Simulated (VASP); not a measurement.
# LiCl (P6_3/mmc) in VASP: notebook, part 2 of 2

VASP 6.6.1. The steps go on from the part before.

## (3) Relaxation of cell and atoms, PBE

This run uses another cell than the first one, of 20.22 Å³/atom.

Input file INCAR:

```
SYSTEM = LiCl
PREC = Accurate
ENCUT = 600
EDIFF = 1E-6
ISMEAR = 0
SIGMA = 0.1
LREAL = .FALSE.
LASPH = .TRUE.
NELM = 100
ALGO = Normal
ISIF = 3
LWAVE = .FALSE.
LCHARG = .FALSE.
GGA = PE
IBRION = 2
NSW = 90
EDIFFG = -0.04
```

Input file KPOINTS:

```
regular mesh
0
G
  6 6 4
  0 0 0
```

Input file POSCAR:

```
LiCl
1.0
    4.1906797098      0.0000000000      0.0000000000
   -2.0953398549      3.6292350878      0.0000000000
    0.0000000000      0.0000000000      5.3187471400
Li Cl
2 2
Direct
    0.3333333333      0.6666666667      0.2500000000
    0.6666666667      0.3333333333      0.7500000000
    0.3333333333      0.6666666667      0.7500000000
    0.6666666667      0.3333333333      0.2500000000
```

Potentials or basis: VASP PAW PBE potentials, release 64 (Li_sv, Cl).

Command:

```bash
$ cat potpaw_PBE.64/Li_sv/POTCAR potpaw_PBE.64/Cl/POTCAR > POTCAR
$ mpirun -np 1 vasp_std > vasp.out
```

It took 47 s on 1 thread of Intel Xeon 8259CL, shared host; peak memory 0.22 GiB.

Results (log left out):

* Free energy: -14.7880 eV
* Pressure after relaxing: -0.3 GPa
* Band gap on the k mesh: 5.56 eV

Stress tensor (GPa, compression positive):
```
-0.22  0.00  0.00
 0.00 -0.22  0.00
 0.00  0.00 -0.31
```

Final structure:
```yaml
crystal:
  lattice:
    - [4.19068, 0.00000, 0.00000]
    - [-2.09534, 3.62924, 0.00000]
    - [0.00000, 0.00000, 5.31875]
  atoms:
    - { symbol: Li, position: [0.33333, 0.66667, 0.25000] }
    - { symbol: Li, position: [0.66667, 0.33333, 0.75000] }
    - { symbol: Cl, position: [0.33333, 0.66667, 0.75000] }
    - { symbol: Cl, position: [0.66667, 0.33333, 0.25000] }
```

Levels at points of the mesh, in eV from the valence-band top:
```tsv
k point	band 6	band 7	band 8	band 9	band 10	band 11	band 12	band 13	band 14
(0.00, 0.00, 0.00)	-1.32	-1.32	-0.59	-0.59	0.00	5.56	7.95	8.79	8.79
(0.50, 0.00, 0.00)	-1.80	-1.77	-1.39	-0.93	-0.65	7.29	8.33	8.82	10.16
(0.00, 0.00, 0.50)	-1.41	-0.96	-0.96	-0.96	-0.96	7.47	7.47	8.82	8.82
(0.50, 0.00, 0.50)	-2.40	-1.28	-1.28	-0.49	-0.49	7.18	7.18	9.18	9.18
```

Caveat: the cutoff is under 1.25 times the usual one of these potentials, so pressure, stress and relaxed cells hold a basis-set (Pulay) error; the relaxation stopped at its first step, so nothing moved.

## (4) Relaxation of cell and atoms, PBE

This run uses another cell than the first one, of 20.22 Å³/atom.

Changes to INCAR since step 3:

```diff
@@ -5,3 +5,3 @@
 ISMEAR = 0
-SIGMA = 0.1
+SIGMA = 0.02
 LREAL = .FALSE.
@@ -15,3 +15,3 @@
 IBRION = 2
-NSW = 90
-EDIFFG = -0.04
+NSW = 100
+EDIFFG = -0.01
```

Input file KPOINTS:

```
Automatic mesh
0
G
  6 6 4
  0 0 0
```

POSCAR is that of step 3.

Potentials or basis: VASP PAW PBE potentials, release 64 (Li_sv, Cl).

Command:

```bash
$ cat potpaw_PBE.64/Li_sv/POTCAR potpaw_PBE.64/Cl/POTCAR > POTCAR
$ mpirun -np 1 vasp_std > vasp.out
```

OUTCAR:

```text
SYSTEM = LiCl
   PREC = Accurate
   ENCUT = 600
   EDIFF = 1E-6
   ISMEAR = 0
   LREAL = .FALSE.
   LASPH = .TRUE.
   NELM = 100
   ISIF = 3
   GGA = PE
   IBRION = 2
   NSW = 100
   EDIFFG = -0.01

 ion  position               nearest neighbor table
   1  0.333  0.667  0.250-   4 2.42   4 2.42   4 2.42
   2  0.667  0.333  0.750-   3 2.42   3 2.42   3 2.42
   3  0.333  0.667  0.750-   2 2.42   2 2.42   2 2.42
   4  0.667  0.333  0.250-   1 2.42   1 2.42   1 2.42

  LATTYP: Found a hexagonal cell.
 ALAT       =     4.1906797098
 C/A-ratio  =     1.2691848359

  Lattice vectors:
[... 190 lines left out ...]
  -------------------------------------------------------------------------------------
  Total       -0.1124332     -0.1124332     -0.1579496      0.0000000     -0.0000000      0.0000000
  in kB       -2.2268777     -2.2268777     -3.1283846      0.0000000     -0.0000000      0.0000000
  external PRESSURE =      -2.5273800 kB  Pullay stress =       0.0000000 kB
[... 63 lines left out ...]
--------------------------------------- Ionic step        3  -------------------------------------------

 number of electron      20.0000018 magnetization

 Free energy of the ion-electron system (eV)
  ---------------------------------------------------
  ext. energy  EPLUGINS =         0.00000000
  ---------------------------------------------------
  free energy    TOTEN  =       -14.78862915 eV

  energy without entropy =      -14.78862915  energy(sigma->0) =      -14.78862915

 E-fermi :  -0.2517     XC(G=0):  -7.8213

 val. band max:       -0.4687242131   @ k =   0.0000   0.0000   0.0000
 cond. band min:       5.1195123621   @ k =   0.0000   0.0000   0.0000
 fundamental gap:      5.5882365752
 Fermi energy:        -0.2516831575

 k-point     1 :       0.0000    0.0000    0.0000
  band No.  band energies     occupation
      1     -44.0266      2.00000
      2     -44.0235      2.00000
      3     -13.7654      2.00000
      4     -13.0802      2.00000
      5      -3.1810      2.00000
      6      -1.8045      2.00000
      7      -1.8045      2.00000
      8      -1.0686      2.00000
      9      -1.0686      2.00000
     10      -0.4687      2.00000
     11       5.1195      0.00000
     12       7.5006      0.00000
     13       8.3226      0.00000
     14       8.3226      0.00000
[... 369 lines left out ...]
  FREE ENERGIE OF THE ION-ELECTRON SYSTEM (eV)
  ---------------------------------------------------
  free  energy   TOTEN  =       -14.7886291498 eV

  energy  without entropy=      -14.7886291498  energy(sigma->0) =      -14.78862915

 reached required accuracy - stopping structural energy minimisation
```

Run time: 68 s. Hardware: 1 thread of Intel Xeon 8259CL, shared host; peak memory 0.23 GiB.

What came out:

```
Free energy                           : -14.7886 eV
Relaxed volume                        : 20.02 Å³/atom
Relaxed cell                          : a = 4.178 Å, b = 4.178 Å, c = 5.296 Å, α = 90.00°, β = 90.00°, γ = 120.00°
Space group after relaxing (to 0.1 Å) : P6_3/mmc (No. 194)
Energy gained by relaxing             : 0.2 meV/atom
Ionic steps                           : 3
Pressure after relaxing               : 0.0 GPa
Band gap on the k mesh                : 5.59 eV
```

Stress tensor (GPa, compression positive):
```
 0.04  0.00  0.00
 0.00  0.04  0.00
 0.00  0.00 -0.06
```

The path:
```
step  energy change (eV)  largest force (eV/Å)  pressure (GPa)  volume (Å³)
   1              0.0000                0.0000           -0.25        80.89
   2             -0.0005                0.0000           -0.14        80.52
   3             -0.0007                0.0000            0.01        80.07
```

Final structure:
```xyz
4
Lattice="4.1781 0.0000 0.0000 -2.0891 3.6184 0.0000 0.0000 0.0000 5.2964" Properties=species:S:1:pos:R:3 pbc="T T T"
Li    0.0000    2.4123    1.3241
Li    2.0891    1.2061    3.9723
Cl    0.0000    2.4123    3.9723
Cl    2.0891    1.2061    1.3241
```

Caveat: the cutoff is under 1.25 times the usual one of these potentials, so pressure, stress and relaxed cells hold a basis-set (Pulay) error.

## (5) Single point, PBE

This run uses another cell than the first one: it holds 8 atoms, not 4.

Input file INCAR:

```
PREC = Accurate ; ENCUT = 520
EDIFF = 1E-6 ; ISMEAR = 0
SIGMA = 0.1 ; LREAL = False
LASPH = True ; NELM = 80
ALGO = Normal ; ISIF = 2
LWAVE = False ; LCHARG = True
GGA = PE ; LELF = True
LVHAR = True ; NBANDS = 30
```

Input file KPOINTS:

```
regular mesh
0
Gamma
  4 4 4
```

Input file POSCAR:

```
LiCl
1.0
   -2.0923980139      3.6241396698      0.0000000000
    0.0000000000      0.0000000000      5.2961759449
    6.2771940418      3.6241396698      0.0000000000
Li Cl
4 4
Direct
    0.5000000000      0.2500000000      0.1666666667
    0.0000000000      0.2500000000      0.6666666667
    0.0000000000      0.7500000000      0.3333333333
    0.5000000000      0.7500000000      0.8333333333
    0.5000000000      0.7500000000      0.1666666667
    0.0000000000      0.7500000000      0.6666666667
    0.0000000000      0.2500000000      0.3333333333
    0.5000000000      0.2500000000      0.8333333333
```

Command:

```bash
$ cat potpaw_PBE.64/Li_sv/POTCAR potpaw_PBE.64/Cl/POTCAR > POTCAR
$ mpirun -np 1 vasp_std > vasp.out
```

It took 2.6 min on 1 thread of Intel Xeon 8259CL, shared host; peak memory 0.29 GiB.

It converged, with:

```
Free energy            : -29.5773 eV
Band gap on the k mesh : 5.58 eV
```

Levels at points of the mesh, in eV from the valence-band top:
| k point | band 16 | band 17 | band 18 | band 19 | band 20 | band 21 | band 22 | band 23 | band 24 | band 25 |
| --- | --- | --- | --- | --- | --- | --- | --- | --- | --- | --- |
| (0.00, 0.00, 0.00) | -0.95 | -0.65 | -0.59 | -0.59 | 0.00 | 5.58 | 7.29 | 7.96 | 8.36 | 8.79 |
| (0.50, 0.00, 0.00) | -1.26 | -0.92 | -0.92 | -0.87 | -0.87 | 7.80 | 7.80 | 8.64 | 8.64 | 9.12 |
| (0.00, 0.50, 0.00) | -0.97 | -0.97 | -0.97 | -0.49 | -0.49 | 7.19 | 7.19 | 7.50 | 7.50 | 8.82 |
| (0.50, 0.50, 0.00) | -1.61 | -0.31 | -0.31 | -0.31 | -0.31 | 7.61 | 7.61 | 7.61 | 7.61 | 9.14 |
| (0.00, 0.00, 0.50) | -1.07 | -0.60 | -0.60 | -0.35 | -0.35 | 6.58 | 6.58 | 8.24 | 8.24 | 9.25 |
| (0.50, 0.00, 0.50) | -1.39 | -0.95 | -0.95 | -0.65 | -0.65 | 7.29 | 7.29 | 8.36 | 8.36 | 8.84 |
| (0.00, 0.50, 0.50) | -1.13 | -0.63 | -0.63 | -0.63 | -0.63 | 7.17 | 7.17 | 7.17 | 7.17 | 9.50 |
| (0.50, 0.50, 0.50) | -1.29 | -0.49 | -0.49 | -0.49 | -0.49 | 7.19 | 7.19 | 7.19 | 7.19 | 9.20 |

Caveat: the cutoff is under 1.25 times the usual one of these potentials, so pressure, stress and relaxed cells hold a basis-set (Pulay) error. A k mesh can miss the band edges.

## (6) Overview

| task | cell | k mesh | cutoff (eV) | smearing | gap on the mesh (eV) | pressure (GPa) | relaxed volume (Å³/atom) |
| --- | --- | --- | --- | --- | --- | --- | --- |
| relaxation of cell and atoms | relaxed from a = 3.208, b = 3.208, c = 8.534 Å, angles 90.0, 90.0, 120.0°, 4 atoms, atomic positions A | 6 × 6 × 2 | 600 | gaussian 0.1 eV | 5.62 | -0.1 | 19.87 |
| relaxation of cell and atoms | relaxed from a = 4.191, b = 4.191, c = 5.319 Å, angles 90.0, 90.0, 120.0°, 4 atoms, atomic positions A | 6 × 6 × 4 | 600 | gaussian 0.1 eV | 5.56 | -0.3 | - |
| relaxation of cell and atoms | relaxed from a = 4.191, b = 4.191, c = 5.319 Å, angles 90.0, 90.0, 120.0°, 4 atoms, atomic positions A | 6 × 6 × 4 | 600 | gaussian 0.02 eV | 5.59 | 0.0 | 20.02 |
| single point | a = 4.185, b = 5.296, c = 7.248 Å, 8 atoms, atomic positions B | 4 × 4 × 4 | 520 | gaussian 0.1 eV | 5.58 | - | - |

Alike in all rows: level PBE; potentials or basis VASP PAW PBE potentials, release 64 (Li_sv, Cl); no spin polarisation.

Caveats: the cutoff is under 1.25 times the usual one of these potentials, so pressure, stress and relaxed cells hold a basis-set (Pulay) error; a cell axis changed by over 15 % at a fixed basis, so the end point is rough (at least some runs); the relaxation stopped at its first step, so nothing moved (at least some runs).

Absolute energies hang on the potentials; compare differences alone.
